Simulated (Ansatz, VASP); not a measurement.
# MgO in VASP and in Ansatz

POSCAR

```
MgO
1.0
    0.0000000000      2.1250000000      2.1250000000
    2.1250000000      0.0000000000      2.1250000000
    2.1250000000      2.1250000000      0.0000000000
Mg O
1 1
Direct
    0.0000000000      0.0000000000      0.0000000000
    0.5000000000      0.5000000000      0.5000000000
```

File INCAR.step1:

```
PREC = Accurate ; ENCUT = 520
EDIFF = 1E-5 ; ISMEAR = -1
SIGMA = 0.02 ; LREAL = False
LASPH = True ; NELM = 80
ALGO = Normal ; ISIF = 2
LWAVE = True ; LCHARG = False
NBANDS = 11 ; GGA = PE
```

File INCAR.step2:

```
PREC = Accurate ; ENCUT = 520
EDIFF = 1E-7 ; ISMEAR = -1
SIGMA = 0.02 ; LREAL = False
LASPH = True ; NELM = 80
ALGO = Normal ; ISIF = 2
LWAVE = False ; LCHARG = False
GGA = PE ; LHFCALC = True
HFSCREEN = 0.2079 ; PRECFOCK = Normal
NBANDS = 11 ; ISTART = 1
```

KPOINTS

```
Automatic mesh
0
Gamma
  3 3 3
```

Input for Ansatz:

```yaml
crystal:
  lattice:
    - [0, 2.125, 2.125]
    - [2.125, 0, 2.125]
    - [2.125, 2.125, 0]
  atoms:
    - { symbol: Mg, position: [0, 0, 0] }
    - { symbol: O, position: [0.5, 0.5, 0.5] }
kpoints:
  mp_grid: { grid: [3, 3, 3] }
hamiltonian:
  xc: hse06
  pseudopotentials: { kind: paw }
scf:
  occupations: { method: fermi_dirac, width: 0.02 }
  convergence: { dr2_threshold: "1e-9 eV" }
  exx: { energy_threshold: "2e-8 eV" }
output:
  forces: true
  stress: true
  eigenvalues: true
```

Alike in both runs: task single point; functional HSE06; k mesh 3 × 3 × 3; occupations fermi-dirac, width 0.02 eV; no spin polarisation.

|  | VASP | Ansatz |
| --- | --- | --- |
| version | VASP 6.6.1 | Ansatz 0.2.0 development build |
| potentials or method | VASP PAW PBE potentials, release 64 (Mg, O) | plane waves, PAW datasets (generated soft set 1) |
| plane-wave cutoff (eV) | 520 | 420 |
| valence electrons in the cell | 8 | 16 |

```csv
,VASP,Ansatz,Ansatz less VASP
gap on the k mesh at the Fermi level (eV),6.21,6.23,+0.023
```

VASP's potentials hold 8 valence electrons a cell and Ansatz's 16, so a difference there can come from the potentials and not from the codes. Ansatz's warnings: stress scf threshold loose.

The k mesh is coarse, so the values compare programs but aren't converged.
